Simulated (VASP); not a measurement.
# Se (P6/mmm) in VASP: a series of runs

The runs below take Se through single point, relaxation of shape and atoms at fixed volume, relaxation of cell and atoms, with PBE.

Program: VASP 6.6.1. These are calculated values, not measurements. Logs are shortened: lines on timing, memory, paths and dates and some standing lists are left out, and cuts for length are marked.

## 1. The cell of the first run

The structure is hexagonal, space group P6/mmm (No. 191). Conventional cell: a = 3.132 Å, b = 3.132 Å, c = 2.619 Å, α = 90.00°, β = 90.00°, γ = 120.00°. Se (site symmetry 6/mmm) has 8 Se at 2.62 to 3.13 Å within 3.5 Å.

## 2. Single point, PBE

Input file INCAR:

```
PREC = Accurate ; ENCUT = 520
EDIFF = 1E-7 ; ISMEAR = -1
SIGMA = 0.1 ; LREAL = False
LASPH = True ; NELM = 100
ALGO = Normal ; ISIF = 2
LWAVE = False ; LCHARG = True
GGA = PE ; LELF = True
LVHAR = True ; NBANDS = 9
```

Input file KPOINTS:

```
Automatic mesh
0
Gamma
  16 16 15
```

Input file POSCAR:

```
Se
1.0
    3.1320713996      0.0000000000      0.0000000000
   -1.5660356998      2.7124533985      0.0000000000
    0.0000000000      0.0000000000      2.6193928513
Se
1
Direct
    0.0000000000      0.0000000000      0.0000000000
```

Potentials or basis: VASP PAW PBE potentials, release 64 (Se).

Started as:

```bash
> cat potpaw_PBE.64/Se/POTCAR > POTCAR
> mpirun -np 1 vasp_std > vasp.out
```

OUTCAR:

```text
PREC = Accurate
   ENCUT = 520
   EDIFF = 1E-7
   ISMEAR = -1
   LREAL = False
   LASPH = True
   NELM = 100
   ISIF = 2
   GGA = PE

 ion  position               nearest neighbor table
   1  0.000  0.000  0.000-

  LATTYP: Found a hexagonal cell.
 ALAT       =     3.1320713996
 C/A-ratio  =     0.8363132627

  Lattice vectors:

 A1 = (   3.1320713996,   0.0000000000,   0.0000000000)
 A2 = (  -1.5660356998,   2.7124533985,   0.0000000000)
 A3 = (   0.0000000000,   0.0000000000,   2.6193928513)

Analysis of symmetry for initial positions (statically):
=====================================================================
 Subroutine PRICEL returns:
 Original cell was already a primitive cell.

 Routine SETGRP: Setting up the symmetry group for a
 hexagonal supercell.

 Subroutine GETGRP returns: Found 24 space group operations
 (whereof 24 operations were pure point group operations)
 out of a pool of 24 trial point group operations.

The static configuration has the point symmetry D_6h.

Analysis of symmetry for dynamics (positions and initial velocities):
=====================================================================
 Subroutine PRICEL returns:
 Original cell was already a primitive cell.

 Routine SETGRP: Setting up the symmetry group for a
 hexagonal supercell.

 Subroutine GETGRP returns: Found 24 space group operations
 (whereof 24 operations were pure point group operations)
 out of a pool of 24 trial point group operations.

The dynamic configuration has the point symmetry D_6h.

 Subroutine INISYM returns: Found 24 space group operations
 (whereof 24 operations are pure point group operations),
 and found     1 'primitive' translations

----------------------------------------------------------------------------------------

                                     Primitive cell

  volume of cell :      22.2533

  direct lattice vectors                    reciprocal lattice vectors
     3.132071400  0.000000000  0.000000000     0.319277524  0.184334964  0.000000000
    -1.566035700  2.712453399  0.000000000     0.000000000  0.368669928  0.000000000
     0.000000000  0.000000000  2.619392851     0.000000000  0.000000000  0.381767859

  length of vectors
     3.132071400  3.132071400  2.619392851     0.368669928  0.368669928  0.381767859
[... 78 lines left out ...]
   NELM   =    100;   NELMIN=  2; NELMDL= -5     # of ELM steps
   EDIFF  = 0.1E-06   stopping-criterion for ELM
   LREAL  =      F    real-space projection
   EDIFFG = 0.1E-05   stopping-criterion for IOM
   NSW    =      0    number of steps for IOM
   IBRION =     -1    ionic relax: 0-MD 1-quasi-New 2-CG
   NFREE  =      0    steps in history (QN), initial steepest desc. (CG)
   ISIF   =      2    stress and relaxation
   ISYM   =      2    0-nonsym 1-usesym 2-fastsym
   POTIM  = 0.5000    time-step for ionic-motion
   TEBEG  =    0.0;   TEEND  =   0.0 temperature during run
   PSTRESS=    0.0 pullay stress
   NELECT =       6.0000    total number of electrons
   NUPDOWN=      -1.0000    fix difference up-down
   EMIN   =  10.00;   EMAX   =-10.00  energy-range for DOS
   EFERMI =   0.00;   METHOD = LEGACY
   ISMEAR =    -1;   SIGMA  =   0.10  broadening in eV -4-tet -1-fermi 0-gaus
   EFERMI_NEDOS =   21; number of points for ismear=-14 and -15
   IALGO  =     38    algorithm
   IMIX   =      4    mixing-type and parameters
     AMIX     =   0.40;   BMIX     =  1.00
     AMIX_MAG =   1.60;   BMIX_MAG =  1.00
  volume/ion in A,a.u.               =      22.25       150.17
  Fermi-wavevector in a.u.,A,eV,Ry     =   1.057614  1.998600 15.218751  1.118547
  Thomas-Fermi vector in A             =   2.192893
   LORBIT       =      0    0 simple, 1 ext, 2 COOP (PROOUT), +10 PAW based schemes
   GGA     = PE    functional components
   LHFCALC =     F    Hartree Fock is set to
   AEXX    =    0.0000 exact exchange contribution
   IVDW    =     0    specifies the selected vdW correction
   LEPSILON=     F    determine dielectric tensor
   LRPA    =     F    only Hartree local field effects (RPA)
 non-spin polarized calculation
  energy-cutoff  :      520.00
  volume of cell :       22.25
 maximum number of plane-waves:       610
 NGX is ok and might be reduce to    24
   NGX = 11   NGY = 11   NGZ =  9

 number of electron       5.9999999 magnetization

 Free energy of the ion-electron system (eV)
  ---------------------------------------------------
  ext. energy  EPLUGINS =         0.00000000
  ---------------------------------------------------
  free energy    TOTEN  =        -3.11483238 eV

  energy without entropy =       -3.09084941  energy(sigma->0) =       -3.10284090

 E-fermi :   4.5035     XC(G=0): -10.0639

 val. band max:        4.4867002240   @ k =   0.1250   0.1250   0.4000
 cond. band min:       4.5198110006   @ k =   0.2500   0.0000   0.0000
 fundamental gap:      0.0331107766
 Fermi energy:         4.5035418078

 k-point     1 :       0.0000    0.0000    0.0000
  band No.  band energies     occupation
      1     -11.2731      2.00000
      2       5.5808      0.00004
      3       5.5808      0.00004
      4       8.4351      0.00000
      5      11.8198      0.00000
      6      15.0134      0.00000
      7      15.4497      0.00000
      8      15.4497      0.00000
      9      19.0170      0.00000
[... 265 lines left out ...]
 k-point    24 :       0.2500    0.1875    0.0000
  band No.  band energies     occupation
      1      -9.6083      2.00000
      2      -0.2969      2.00000
      3       2.2673      2.00000
      4       9.5261      0.00000
      5      13.8417      0.00000
      6      16.3520      0.00000
      7      17.3491      0.00000
      8      22.3919      0.00000
      9      23.1262      0.00000

 [... further k-points ...]

------------------------ aborting loop because EDIFF is reached ----------------------------------------

  FORCE on cell =-STRESS in cart. coord.  units (eV):
  Direction    XX          YY          ZZ          XY          YZ          ZX
  --------------------------------------------------------------------------------------
  -------------------------------------------------------------------------------------
  Total        0.0020751      0.0020751      0.0069728      0.0000000     -0.0000000     -0.0000000
  in kB        0.1494024      0.1494024      0.5020239      0.0000000     -0.0000000     -0.0000000
  external PRESSURE =       0.2669429 kB  Pullay stress =       0.0000000 kB

 VOLUME and BASIS-vectors are now :
 -----------------------------------------------------------------------------
  energy-cutoff  :      520.00
  volume of cell :       22.25
      direct lattice vectors                 reciprocal lattice vectors
     3.132071400  0.000000000  0.000000000     0.319277524  0.184334964  0.000000000
    -1.566035700  2.712453399  0.000000000     0.000000000  0.368669928  0.000000000
     0.000000000  0.000000000  2.619392851     0.000000000  0.000000000  0.381767859

 POSITION                                       TOTAL-FORCE (eV/Angst)
 -----------------------------------------------------------------------------------
      0.00000      0.00000      0.00000        -0.000000      0.000000      0.000000
 -----------------------------------------------------------------------------------
    total drift:                                0.000000      0.000000      0.000000

  FREE ENERGIE OF THE ION-ELECTRON SYSTEM (eV)
  ---------------------------------------------------
  free  energy   TOTEN  =        -3.1148323808 eV

  energy  without entropy=       -3.0908494113  energy(sigma->0) =       -3.10284090
```

OSZICAR:

```text
N       E                     dE             d eps       ncg     rms          rms(c)
DAV:   1     0.962806834979E+01    0.96281E+01   -0.28014E+03  4344   0.562E+02
DAV:   2    -0.281137471748E+01   -0.12439E+02   -0.12023E+02  5886   0.760E+01
DAV:   3    -0.311475105315E+01   -0.30338E+00   -0.29851E+00  5102   0.109E+01
DAV:   4    -0.311542129737E+01   -0.67024E-03   -0.67010E-03  5867   0.573E-01
DAV:   5    -0.311542184660E+01   -0.54923E-06   -0.54922E-06  5135   0.145E-02    0.332E+00
DAV:   6    -0.311434527326E+01    0.10766E-02   -0.31444E-03  4965   0.303E-01    0.199E+00
DAV:   7    -0.311483213901E+01   -0.48687E-03   -0.56122E-03  4776   0.419E-01    0.648E-02
DAV:   8    -0.311482960598E+01    0.25330E-05   -0.27141E-04  4704   0.992E-02    0.107E-02
DAV:   9    -0.311483195631E+01   -0.23503E-05   -0.45024E-06  5707   0.157E-02    0.627E-03
DAV:  10    -0.311483242128E+01   -0.46497E-06   -0.95584E-07  4927   0.672E-03    0.151E-03
DAV:  11    -0.311483238081E+01    0.40467E-07   -0.57571E-08  3986   0.165E-03
   1 F= -.31148324E+01 E0= -.31028409E+01  d E =-.239830E-01
```

stdout:

```text
POSCAR found type information on POSCAR Se
 POSCAR found :  1 types and       1 ions
 scaLAPACK will be used
 LDA part: xc-table for (Slater+PW92), standard interpolation
 POSCAR, INCAR and KPOINTS ok, starting setup
 FFT: planning ... GRIDC
 FFT: planning ... GRID_SOFT
 FFT: planning ... GRID
 WAVECAR not read
 entering main loop
```

Run time: 9.6 s. Hardware: 1 thread of Intel Xeon 6975P-C (Granite Rapids), shared host; peak memory 0.16 GiB.

Results:

| Property | Result |
| --- | --- |
| Free energy | -3.1148 eV |
| Pressure | 0.0 GPa |
| Band gap on the k mesh | zero (band 3 reaches 7.65 eV, above the bottom of band 4 at 1.87 eV) |

## 3. Relaxation of shape and atoms at fixed volume, PBE

This run uses another cell than the first one, of 14.46 Å³/atom, 0.650 times its volume.

Input file INCAR:

```
ALGO = Normal ; EDIFF = 1E-7
EDIFFG = -0.005 ; ENCUT = 600
GGA = PE ; IBRION = 2
ISIF = 4 ; ISMEAR = -1
LASPH = True ; LCHARG = False
LREAL = False ; LWAVE = False
NELM = 60 ; NSW = 50
PREC = Accurate ; SIGMA = 0.1
```

Input file KPOINTS:

```
k-points
0
Gamma
  16 16 15
```

Input file POSCAR:

```
Se
1.0
    2.7131227270      0.0000000000      0.0000000000
   -1.3565613635      2.3496332052      0.0000000000
    0.0000000000      0.0000000000      2.2690205200
Se
1
Direct
    0.0000000000      0.0000000000      0.0000000000
```

Potentials or basis: VASP PAW PBE potentials, release 64 (Se).

Started as:

```bash
> cat potpaw_PBE.64/Se/POTCAR > POTCAR
> mpirun -np 1 vasp_std > vasp.out
```

Run time: 43 s. Hardware: 1 thread of Intel Xeon 6975P-C (Granite Rapids), shared host; peak memory 0.15 GiB.

Results (log left out):

* Free energy: -1.9620 eV
* Energy gained by relaxing: 116.4 meV/atom
* Ionic steps: 18
* Pressure after relaxing: 71.6 GPa
* Band gap on the k mesh: zero (band 3 reaches 17.39 eV, above the bottom of band 4 at 5.96 eV)

The path:
| step | energy change (eV) | largest force (eV/Å) | pressure (GPa) | volume (Å³) |
| --- | --- | --- | --- | --- |
| 1 | 0.0000 | 0.0000 | 77.09 | 14.46 |
| 2 | -0.0295 | 0.0000 | 73.15 | 14.46 |
| 3 | -0.1163 | 0.0000 | 71.55 | 14.46 |
| 4 | -0.1164 | 0.0000 | 71.58 | 14.46 |
| 5 | -0.1164 | 0.0000 | 71.61 | 14.46 |
| 6 | -0.1164 | 0.0000 | 71.60 | 14.46 |
| 7 | -0.1164 | 0.0000 | 71.60 | 14.46 |
| 8 | -0.1164 | 0.0000 | 71.60 | 14.46 |
| 9 | -0.1164 | 0.0000 | 71.60 | 14.46 |
| 10 | -0.1164 | 0.0000 | 71.60 | 14.46 |
| 11 | -0.1164 | 0.0000 | 71.60 | 14.46 |
| 12 | -0.1164 | 0.0000 | 71.60 | 14.46 |
| 13 | -0.1164 | 0.0000 | 71.60 | 14.46 |
| 14 | -0.1164 | 0.0000 | 71.60 | 14.46 |
| 15 | -0.1164 | 0.0000 | 71.60 | 14.46 |
| 16 | -0.1164 | 0.0000 | 71.60 | 14.46 |
| 17 | -0.1164 | 0.0000 | 71.59 | 14.46 |
| 18 | -0.1164 | 0.0000 | 71.58 | 14.46 |

Final structure:
```cif
data_structure
_symmetry_space_group_name_H-M 'P 1'
_symmetry_Int_Tables_number 1
_cell_length_a 2.6326
_cell_length_b 2.6326
_cell_length_c 2.4099
_cell_angle_alpha 90.000
_cell_angle_beta 90.000
_cell_angle_gamma 120.000
_cell_volume 14.46
loop_
_atom_site_label
_atom_site_type_symbol
_atom_site_fract_x
_atom_site_fract_y
_atom_site_fract_z
_atom_site_occupancy
Se1 Se 0.00000 0.00000 0.00000 1
```

Levels at points of the mesh, in eV from the Fermi level:
| k point | band 1 | band 2 | band 3 | band 4 | band 5 | band 6 | band 7 |
| --- | --- | --- | --- | --- | --- | --- | --- |
| (0.00, 0.00, 0.00) | -20.64 | 3.19 | 3.48 | 3.48 | 7.58 | 11.93 | 11.93 |
| (0.50, 0.00, 0.00) | -15.66 | -10.86 | -0.62 | 5.11 | 6.74 | 14.65 | 15.98 |

## 4. Relaxation of cell and atoms, PBE

This run uses another cell than the first one, of 21.84 Å³/atom, 0.981 times its volume.

Input file INCAR:

```
SYSTEM = Se
PREC = Accurate ; ENCUT = 600
EDIFF = 1E-7 ; ISMEAR = -1
SIGMA = 0.1 ; LREAL = .False.
LASPH = .True. ; NELM = 100
ALGO = Normal ; ISIF = 3
LWAVE = .False. ; LCHARG = .False.
GGA = PE ; IBRION = 2
NSW = 60 ; EDIFFG = -0.005
```

Input file KPOINTS:

```
Automatic mesh
0
Gamma
  16 16 15
  0 0 0
```

Input file POSCAR:

```
Se
1.0
    2.9936294983      0.0000000000      0.0000000000
   -1.4968147491      2.5925591950      0.0000000000
    0.0000000000      0.0000000000      2.8140117284
Se
1
Direct
    0.0000000000      0.0000000000      0.0000000000
```

Started as:

```bash
> cat potpaw_PBE.64/Se/POTCAR > POTCAR
> mpirun -np 1 vasp_std > vasp.out
```

It took 37 s on 1 thread of Intel Xeon 6975P-C (Granite Rapids), shared host; peak memory 0.17 GiB.

The run converged. Its results:

| Quantity | Value |
| --- | --- |
| Free energy | -3.1149 eV |
| Relaxed volume | 22.26 Å³/atom |
| Relaxed cell | a = 3.132 Å, b = 3.132 Å, c = 2.620 Å, α = 90.00°, β = 90.00°, γ = 120.00° |
| Space group after relaxing (to 0.05 Å) | P6/mmm (No. 191) |
| Energy gained by relaxing | 29.6 meV/atom |
| Ionic steps | 7 |
| Pressure after relaxing | 0.0 GPa |
| Band gap on the k mesh | zero (band 3 reaches 7.64 eV, above the bottom of band 4 at 1.87 eV) |

Step by step:
```
step  energy change (eV)  largest force (eV/Å)  pressure (GPa)  volume (Å³)
   1              0.0000                0.0000           -0.01        21.84
   2             -0.0088                0.0000            0.03        21.83
   3             -0.0276                0.0000            1.29        21.75
   4             -0.0286                0.0000           -0.92        22.64
   5             -0.0296                0.0000           -0.03        22.25
   6             -0.0296                0.0000           -0.05        22.26
   7             -0.0296                0.0000           -0.01        22.26
```

Final structure:
```
Se
1.0
     3.13247    0.00000    0.00000
    -1.56624    2.71280    0.00000
     0.00000    0.00000    2.62006
Se
1
Cartesian
  0.0000 0.0000 0.0000
```

Levels at points of the mesh, in eV from the Fermi level:
| k point | band 1 | band 2 | band 3 | band 4 | band 5 | band 6 | band 7 |
| --- | --- | --- | --- | --- | --- | --- | --- |
| (0.00, 0.00, 0.00) | -15.77 | 1.08 | 1.08 | 3.93 | 7.32 | 10.50 | 10.95 |
| (0.50, 0.00, 0.00) | -13.76 | -6.23 | -0.78 | 5.20 | 5.76 | 13.00 | 16.40 |

## 5. Summary

| task | cell | cutoff (eV) | gap on the mesh (eV) | pressure (GPa) |
| --- | --- | --- | --- | --- |
| single point | a = 3.132, b = 3.132, c = 2.619 Å, angles 90.0, 90.0, 120.0°, 1 atom | 520 | none | 0.0 |
| relaxation of shape and atoms at fixed volume | relaxed from a = 2.713, b = 2.713, c = 2.269 Å, angles 90.0, 90.0, 120.0°, 1 atom | 600 | none | 71.6 |
| relaxation of cell and atoms | relaxed from a = 2.994, b = 2.994, c = 2.814 Å, angles 90.0, 90.0, 120.0°, 1 atom | 600 | none | 0.0 |

Alike in all rows: level PBE; potentials or basis VASP PAW PBE potentials, release 64 (Se); no spin polarisation; k mesh 16 × 16 × 15; smearing fermi-dirac 0.1 eV.

Absolute energies hang on the potentials; compare differences alone.
